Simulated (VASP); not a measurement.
# H4C in VASP: a series of runs

Runs on H4C. Level: LDA. Tasks: single point, relaxation of the atoms.

Everything below comes from runs of VASP 6.6.1. Logs are shortened: lines on timing, memory, paths and dates and some standing lists are left out, and cuts for length are marked.

## Step 1: The cell of the first run

The cell holds an amorphous packing of atoms, 40 atoms: a = 7.958 Å, b = 7.958 Å, c = 7.958 Å, α = 90.00°, β = 90.00°, γ = 90.00°.

## Step 2: Single point, LDA

Input file INCAR:

```
  PREC = Accurate
  ENCUT = 520
  EDIFF = 1E-7
  ISMEAR = -1
  SIGMA = 0.02
  LREAL = Auto
  LASPH = T
  NELM = 60
  ALGO = Normal
  ISIF = 2
  LWAVE = F
  LCHARG = T
  LELF = T
  LVHAR = T
  NBANDS = 58
```

Input file KPOINTS:

```
regular mesh
0
Gamma
  1 1 1
```

Input file POSCAR:

```
H4C
1.0
    7.9581140000      0.0000000000      0.0000000000
    0.0000000000      7.9581140000      0.0000000000
    0.0000000000      0.0000000000      7.9581140000
C H
8 32
Direct
    0.8250949911      0.4558492125      0.7479410323
    0.1246652159      0.5739550853      0.2728033300
    0.5462852128      0.1303700852      0.2827428710
    0.3939501244      0.9314518490     -0.0281976358
    0.7058958944      0.7143149746      0.4385963810
    0.0002764474      0.0548245476      0.2140959529
    0.0628038251     -0.0668374441      0.6383170686
    0.3640184094      0.4718705965      0.7066749735
    0.7234251734      0.5372252772      0.6763285874
    0.7969099211      0.4977184293      0.8666374973
    0.9510419177      0.4822876375      0.6883666155
    0.7894835384      0.3290478121      0.7860530774
    0.1036049496      0.7035586572      0.1923948312
    0.1055903446      0.5849878501      0.4188052596
    0.2437260889      0.5822485076      0.2166216769
    0.0724920503      0.4497045405      0.2667340528
    0.5758148225      0.2564301039      0.1995824639
    0.4128616403      0.1476857456      0.3035769530
    0.5943493647      0.1614075898      0.4208911810
    0.5690544267      0.0277201357      0.2033898987
    0.4233540761      0.8075405806     -0.0143752653
    0.4173099305      0.9379860605     -0.1614955503
    0.4932827049      1.0215108756      0.0285746095
    0.2665330002      0.9509288256      0.0505144812
    0.6419485823      0.5901900878      0.4290840770
    0.8005540006      0.7074791841      0.5428924491
    0.5932938382      0.8087594624      0.4788194791
    0.7732862334      0.7634849161      0.3205156398
   -0.1236976500      0.0949973825      0.1591331816
    0.1118229772      0.0853719864      0.1468312718
   -0.0000753947     -0.0719265896      0.2619087889
    0.0343800051      0.1485904826      0.3055120849
    0.1470825877     -0.0748544190      0.5199598799
   -0.0450232304     -0.1510156803      0.6265429221
   -0.0094620409      0.0531281658      0.6584349005
    0.1474218640     -0.0834871177      0.7484687955
    0.2308712843      0.4402048023      0.7064487892
    0.4046436128      0.4040027574      0.8033561721
    0.3784565036      0.6046156162      0.7754098521
    0.4001953227      0.4095945346      0.5952038385
```

Potentials or basis: VASP PAW LDA potentials, release 64 (C, H).

Run with:

```
> cat potpaw_LDA.64/C/POTCAR potpaw_LDA.64/H/POTCAR > POTCAR
> mpirun -np 1 vasp_gam > vasp.out
```

OUTCAR:

```text
PREC = Accurate
   ENCUT = 520
   EDIFF = 1E-7
   ISMEAR = -1
   LREAL = Auto
   LASPH = T
   NELM = 60
   ISIF = 2

 ion  position               nearest neighbor table
   1  0.825  0.456  0.748-  10 1.03  12 1.09  11 1.13   9 1.18
   2  0.125  0.574  0.273-  15 1.05  16 1.07  14 1.18  13 1.23
   3  0.546  0.130  0.283-  20 1.05  18 1.08  19 1.19  17 1.22
   4  0.394  0.931  0.972-  21 1.02  22 1.08  23 1.16  24 1.20
   5  0.706  0.714  0.439-  25 1.11  26 1.12  28 1.15  27 1.21
   6  0.000  0.055  0.214-  30 1.06  32 1.08  31 1.08  29 1.13
   7  0.063  0.933  0.638-  34 1.09  36 1.11  35 1.13  33 1.16
   8  0.364  0.472  0.707-  38 0.99  40 1.06  37 1.09  39 1.20
   9  0.723  0.537  0.676-   1 1.18
  10  0.797  0.498  0.867-   1 1.03
  11  0.951  0.482  0.688-   1 1.13
  12  0.789  0.329  0.786-   1 1.09
  13  0.104  0.704  0.192-   2 1.23
  14  0.106  0.585  0.419-   2 1.18
[... 24 lines left out ...]
  39  0.378  0.605  0.775-   8 1.20
  40  0.400  0.410  0.595-   8 1.06

  LATTYP: Found a simple cubic cell.
 ALAT       =     7.9581140000

  Lattice vectors:

 A1 = (   7.9581140000,   0.0000000000,   0.0000000000)
 A2 = (   0.0000000000,   7.9581140000,   0.0000000000)
 A3 = (   0.0000000000,   0.0000000000,   7.9581140000)

Analysis of symmetry for initial positions (statically):
=====================================================================
 Subroutine PRICEL returns:
 Original cell was already a primitive cell.

 Routine SETGRP: Setting up the symmetry group for a
 simple cubic supercell.

 Subroutine GETGRP returns: Found  1 space group operations
 (whereof  1 operations were pure point group operations)
 out of a pool of 48 trial point group operations.

The static configuration has the point symmetry C_1 .

Analysis of symmetry for dynamics (positions and initial velocities):
=====================================================================
 Subroutine PRICEL returns:
 Original cell was already a primitive cell.

 Routine SETGRP: Setting up the symmetry group for a
 simple cubic supercell.

 Subroutine GETGRP returns: Found  1 space group operations
 (whereof  1 operations were pure point group operations)
 out of a pool of 48 trial point group operations.

The dynamic configuration has the point symmetry C_1 .

 Subroutine INISYM returns: Found  1 space group operations
 (whereof  1 operations are pure point group operations),
 and found     1 'primitive' translations

----------------------------------------------------------------------------------------

                                     Primitive cell

  volume of cell :     503.9999

  direct lattice vectors                    reciprocal lattice vectors
     7.958114000  0.000000000  0.000000000     0.125657913  0.000000000  0.000000000
     0.000000000  7.958114000  0.000000000     0.000000000  0.125657913  0.000000000
     0.000000000  0.000000000  7.958114000     0.000000000  0.000000000  0.125657913

  length of vectors
     7.958114000  7.958114000  7.958114000     0.125657913  0.125657913  0.125657913

  position of ions in fractional coordinates (direct lattice)
     0.825094991  0.455849212  0.747941032
     0.124665216  0.573955085  0.272803330
     0.546285213  0.130370085  0.282742871
     0.393950124  0.931451849  0.971802364
     0.705895894  0.714314975  0.438596381
     0.000276447  0.054824548  0.214095953
[... 32 lines left out ...]
     0.378456504  0.604615616  0.775409852
     0.400195323  0.409594535  0.595203838

  ion indices of the primitive-cell ions
   primitive index   ion index
                 1           1
                 2           2
                 3           3
                 4           4
                 5           5
                 6           6
[... 32 lines left out ...]
                39          39
                40          40

----------------------------------------------------------------------------------------

 KPOINTS: regular mesh

Automatic generation of k-mesh.
 Grid dimensions read from file:
 generate k-points for:    1    1    1

 Generating k-lattice:

  Cartesian coordinates                     Fractional coordinates (reciprocal lattice)
     0.125657913  0.000000000  0.000000000     1.000000000  0.000000000  0.000000000
     0.000000000  0.125657913  0.000000000     0.000000000  1.000000000  0.000000000
     0.000000000  0.000000000  0.125657913     0.000000000  0.000000000  1.000000000

  Length of vectors
     0.125657913  0.125657913  0.125657913

  Shift w.r.t. Gamma in fractional coordinates (k-lattice)
     0.000000000  0.000000000  0.000000000

 Subroutine IBZKPT returns following result:
 ===========================================

 Found      1 irreducible k-points:

 Following reciprocal coordinates:
            Coordinates               Weight
  0.000000  0.000000  0.000000      1.000000
   k-points           NKPTS =      1   k-points in BZ     NKDIM =      1   number of bands    NBANDS=     58
   number of dos      NEDOS =    301   number of ions     NIONS =     40
   total plane-waves  NPLWV = 216000
   dimension x,y,z NGX =    60 NGY =   60 NGZ =   60
   dimension x,y,z NGXF=   120 NGYF=  120 NGZF=  120
   ions per type =               8  32
   NGX,Y,Z   is equivalent  to a cutoff of  12.53, 12.53, 12.53 a.u.
   NGXF,Y,Z  is equivalent  to a cutoff of  25.07, 25.07, 25.07 a.u.
 SYSTEM =  unknown system
   PREC   = accura    normal or accurate (medium, high low for compatibility)
   ISTART =      0    job   : 0-new  1-cont  2-samecut
   ICHARG =      2    charge: 1-file 2-atom 10-const
   ISPIN  =      1    spin polarized calculation?
   LNONCOLLINEAR =      F non collinear calculations
   LSORBIT =      F    spin-orbit coupling
   LASPH  =      T    aspherical Exc in radial PAW
   ENCUT  =  520.0 eV  38.22 Ry    6.18 a.u.  14.80 14.80 14.80*2*pi/ulx,y,z
   NELM   =     60;   NELMIN=  2; NELMDL= -5     # of ELM steps
   EDIFF  = 0.1E-06   stopping-criterion for ELM
   LREAL  =      T    real-space projection
   EDIFFG = 0.1E-05   stopping-criterion for IOM
   NSW    =      0    number of steps for IOM
   IBRION =     -1    ionic relax: 0-MD 1-quasi-New 2-CG
   NFREE  =      0    steps in history (QN), initial steepest desc. (CG)
   ISIF   =      2    stress and relaxation
   ISYM   =      2    0-nonsym 1-usesym 2-fastsym
   POTIM  = 0.5000    time-step for ionic-motion
   TEBEG  =    0.0;   TEEND  =   0.0 temperature during run
   PSTRESS=    0.0 pullay stress
   NELECT =      64.0000    total number of electrons
   NUPDOWN=      -1.0000    fix difference up-down
   EMIN   =  10.00;   EMAX   =-10.00  energy-range for DOS
   EFERMI =   0.00;   METHOD = LEGACY
   ISMEAR =    -1;   SIGMA  =   0.02  broadening in eV -4-tet -1-fermi 0-gaus
   EFERMI_NEDOS =   21; number of points for ismear=-14 and -15
   IALGO  =     38    algorithm
   IMIX   =      4    mixing-type and parameters
     AMIX     =   0.40;   BMIX     =  1.00
     AMIX_MAG =   1.60;   BMIX_MAG =  1.00
  volume/ion in A,a.u.               =      12.60        85.03
  Fermi-wavevector in a.u.,A,eV,Ry     =   0.822858  1.554975  9.212431  0.677095
  Thomas-Fermi vector in A             =   1.934266
   LORBIT       =      0    0 simple, 1 ext, 2 COOP (PROOUT), +10 PAW based schemes
   GGA     = CA    functional components
   LHFCALC =     F    Hartree Fock is set to
   AEXX    =    0.0000 exact exchange contribution
   IVDW    =     0    specifies the selected vdW correction
   LEPSILON=     F    determine dielectric tensor
   LRPA    =     F    only Hartree local field effects (RPA)
 non-spin polarized calculation
  energy-cutoff  :      520.00
  volume of cell :      504.00
 maximum number of plane-waves:      6759
 NGX is ok and might be reduce to    60
   NGX = 29   NGY = 29   NGZ = 29

 number of electron      64.0000002 magnetization

 Free energy of the ion-electron system (eV)
  ---------------------------------------------------
  ext. energy  EPLUGINS =         0.00000000
  ---------------------------------------------------
  free energy    TOTEN  =      -193.77306019 eV

  energy without entropy =     -193.77306019  energy(sigma->0) =     -193.77306019

 E-fermi :  -5.0875     XC(G=0):  -5.9476

 val. band max:       -5.5881273880   @ k =   0.0000   0.0000   0.0000
 cond. band min:       0.0873114838   @ k =   0.0000   0.0000   0.0000
 fundamental gap:      5.6754388718
 Fermi energy:        -5.0875363306

 k-point     1 :       0.0000    0.0000    0.0000
  band No.  band energies     occupation
      1     -15.4365      2.00000
      2     -15.2666      2.00000
      3     -15.1211      2.00000
      4     -14.9550      2.00000
      5     -14.8451      2.00000
      6     -14.7237      2.00000
[... 36 lines left out ...]
     43       3.2841      0.00000
     44       3.4381      0.00000
 [bands above 44 left out]

------------------------ aborting loop because EDIFF is reached ----------------------------------------

  FORCE on cell =-STRESS in cart. coord.  units (eV):
  Direction    XX          YY          ZZ          XY          YZ          ZX
  --------------------------------------------------------------------------------------
  -------------------------------------------------------------------------------------
  Total       -4.1473608     -1.8440346     -1.8858939     -1.9397275      1.6466461      4.6770766
  in kB      -13.1841439     -5.8620455     -5.9951128     -6.1662459      5.2345624     14.8680701
  external PRESSURE =      -8.3471007 kB  Pullay stress =       0.0000000 kB

 VOLUME and BASIS-vectors are now :
 -----------------------------------------------------------------------------
  energy-cutoff  :      520.00
  volume of cell :      504.00
      direct lattice vectors                 reciprocal lattice vectors
     7.958114000  0.000000000  0.000000000     0.125657913  0.000000000  0.000000000
     0.000000000  7.958114000  0.000000000     0.000000000  0.125657913  0.000000000
     0.000000000  0.000000000  7.958114000     0.000000000  0.000000000  0.125657913

 POSITION                                       TOTAL-FORCE (eV/Angst)
 -----------------------------------------------------------------------------------
      6.56620      3.62770      5.95220        -1.194278      0.954480     -2.760510
      0.99210      4.56760      2.17100        -1.016827      2.944534      1.382850
      4.34740      1.03750      2.25010         0.282633      5.446777      1.657896
      3.13510      7.41260      7.73371        -0.678716      3.345751      1.941075
      5.61760      5.68460      3.49040        -1.183684      1.737475      0.320691
      0.00220      0.43630      1.70380        -1.132596      1.107289     -0.034879
[... 32 lines left out ...]
      3.01180      4.81160      6.17080         0.096651     -1.391828     -2.454924
      3.18480      3.25960      4.73670         1.417570      0.635599     -1.627994
 -----------------------------------------------------------------------------------
    total drift:                               -0.005860     -0.006078      0.006142

  FREE ENERGIE OF THE ION-ELECTRON SYSTEM (eV)
  ---------------------------------------------------
  free  energy   TOTEN  =      -193.7730601898 eV

  energy  without entropy=     -193.7730601898  energy(sigma->0) =     -193.77306019
```

Run time: 67 s. Hardware: 1 thread of Intel Xeon 6975P-C, shared host; peak memory 0.35 GiB.

Results:

```yaml
Free_energy: -193.7731 eV
Pressure: -0.8 GPa
Largest_force: 5.701 eV/Å
Band_gap_on_the_k_mesh: 5.68 eV
```

Forces in eV/Å, atoms in the order of the input:
```
C   -1.194  0.954 -2.761
C   -1.017  2.945  1.383
C    0.283  5.447  1.658
C   -0.679  3.346  1.941
C   -1.184  1.737  0.321
C   -1.133  1.107 -0.035
C    0.615  0.810 -0.550
C   -2.572  3.441  0.456
H    1.238 -1.980  0.580
H    0.704  2.050  2.956
H   -0.792 -0.415  0.924
H    0.063 -0.894 -1.411
H   -1.678 -2.357  1.465
H    1.066  0.890 -1.769
H    2.620 -1.060  0.538
H   -0.941 -0.434 -1.602
H   -0.222 -2.106  1.416
H   -0.826 -0.328 -0.221
H    0.138 -1.140 -2.235
H    0.904 -1.663  0.121
H    1.163 -3.151  1.249
H   -1.194  0.847 -1.036
H   -1.225 -1.362 -0.764
H    1.738  0.039 -2.140
H    0.471  0.293 -0.387
H   -0.566  0.146 -0.604
H    2.060 -1.332 -0.693
H   -0.890 -0.668  1.025
H    0.984 -0.367 -0.026
H    0.628 -0.414 -1.907
H   -0.024 -0.436  0.333
H   -0.624  0.241  1.641
H   -1.201  0.418  1.160
H    0.346 -0.798  0.178
H    0.939 -0.063 -0.508
H   -0.568 -0.323 -0.194
H   -0.673  0.360  0.200
H    1.729 -3.024  3.379
H    0.097 -1.392 -2.455
H    1.418  0.636 -1.628
```

Caveat: the k points lie up to 0.79 Å⁻¹ apart.

## Step 3: Single point, LDA

Input file INCAR:

```
  PREC = Accurate
  ENCUT = 520
  EDIFF = 1E-6
  ISMEAR = -1
  SIGMA = 0.02
  LREAL = Auto
  LASPH = T
  NELM = 60
  ALGO = Normal
  ISIF = 2
  LWAVE = F
  LCHARG = F
  GGA = CA
  NBANDS = 58
```

KPOINTS is that of step 2.

Input file POSCAR:

```
H4C
1.0
    7.9581140000      0.0000000000      0.0000000000
    0.0000000000      7.9581140000      0.0000000000
    0.0000000000      0.0000000000      7.9581140000
C H
8 32
Direct
    0.8392692037      0.4344748014      0.7490216903
    0.1253186371      0.5585745567      0.2682419478
    0.5587379120      0.1422196264      0.2394914172
    0.4072196000      0.9137466490     -0.0422336247
    0.6959186561      0.7128573428      0.4449169740
    0.0112212517      0.0594613246      0.2029626618
    0.0426231642     -0.0872694209      0.6201343685
    0.3439759722      0.4829284929      0.7057953681
    0.7694787986      0.5170194848      0.6800731932
    0.8076411069      0.5051196804      0.8759361829
    0.9628411958      0.4598325684      0.6826617462
    0.8056054487      0.3081885985      0.7927380784
    0.1108554112      0.6963584588      0.2523839191
    0.1502491671      0.5634626496      0.3923542689
    0.2361614825      0.5245086964      0.1905099625
    0.0263378987      0.4760424392      0.2491293791
    0.6127582490      0.2456863523      0.1733199600
    0.4208786152      0.1053013314      0.2349426007
    0.6318582518      0.1065453448      0.3411361034
    0.6088125905      0.0555407977      0.1407745604
    0.4457463163      0.7973874212      0.0179188185
    0.4472039481      0.9015075683     -0.1838752247
    0.5130486947      1.0209328492     -0.0206581610
    0.2478476684      0.9294538882     -0.0631431015
    0.6729735211      0.5693057425      0.4368246044
    0.8098778178      0.7096907634      0.5251118544
    0.5809919285      0.8040347248      0.4887715858
    0.7585968233      0.7254105684      0.3344385366
   -0.1083548187      0.0665358652      0.1413148894
    0.1444060741      0.0591094825      0.1419431790
   -0.0054661192     -0.0750554717      0.2472319447
    0.0206958583      0.1142356091      0.3358584710
    0.1495203512     -0.0311631625      0.5583609383
    0.0233346745     -0.1986651611      0.5274239600
   -0.0323694785      0.0354857947      0.5795845599
    0.1003504097     -0.1391912707      0.7555810334
    0.1947572000      0.4693700040      0.6693797048
    0.3934726243      0.3916128872      0.8160224898
    0.3673734757      0.6257387115      0.7160364880
    0.4226001286      0.4483976982      0.5900392983
```

Potentials or basis: VASP PAW LDA potentials, release 64 (C, H).

Run with:

```
> cat potpaw_LDA.64/C/POTCAR potpaw_LDA.64/H/POTCAR > POTCAR
> mpirun -np 1 vasp_gam > vasp.out
```

It took 58 s on 1 thread of Intel Xeon 6975P-C, shared host; peak memory 0.34 GiB.

The run converged. Its results:

```
Free energy            : -192.8793 eV
Pressure               : -2.4 GPa
Largest force          : 4.147 eV/Å
Band gap on the k mesh : 5.35 eV
```

Forces in eV/Å, atoms in the order of the input:
```
C    1.663  0.626  3.309
C    1.731  2.084 -2.695
C   -0.937 -1.803 -2.703
C   -0.346  1.598 -3.777
C   -1.914 -1.641  3.294
C    2.186 -2.091  2.446
C    0.955 -0.508 -0.421
C   -0.695 -0.356 -0.787
H   -2.922  0.651 -2.256
H    1.668 -0.540 -1.180
H   -0.330 -0.666  1.460
H   -0.140 -0.224 -1.203
H   -0.774 -0.322 -0.820
H    1.297 -0.671  3.841
H   -0.236 -0.135  0.436
H   -1.989 -0.981 -0.723
H   -0.516  1.893  0.150
H    1.157  1.063  0.374
H    0.840 -0.278  2.323
H   -0.059 -0.460  0.677
H   -0.165 -0.255  0.364
H   -0.668 -0.549  1.300
H   -2.873 -1.413  0.186
H    3.607  0.210  1.094
H   -0.792  1.443  0.384
H   -0.702  0.613  0.684
H    2.319 -1.829 -1.033
H    0.835  1.433 -3.519
H   -0.337  1.141 -0.865
H   -2.070  0.387  0.190
H    0.455  0.298 -0.335
H   -0.337  0.328 -1.466
H    1.636 -0.045 -0.119
H   -0.303  1.232  1.313
H   -0.182 -2.110  1.721
H   -1.857  1.457 -2.412
H    2.902 -0.079  0.897
H   -1.135  1.897 -1.595
H   -0.120 -1.486  0.601
H   -0.854  0.087  0.864
```

Stress tensor (GPa, compression positive):
```
-3.94  0.74  1.39
 0.74 -2.75  0.00
 1.39  0.00 -0.41
```

Levels at points of the mesh, in eV from the valence-band top:
| k point | band 30 | band 31 | band 32 | band 33 | band 34 | band 35 |
| --- | --- | --- | --- | --- | --- | --- |
| (0.00, 0.00, 0.00) | -0.65 | -0.15 | 0.00 | 5.35 | 6.87 | 7.25 |

Caveat: the k points lie up to 0.79 Å⁻¹ apart.

(Part 1 of 2 ends here.)
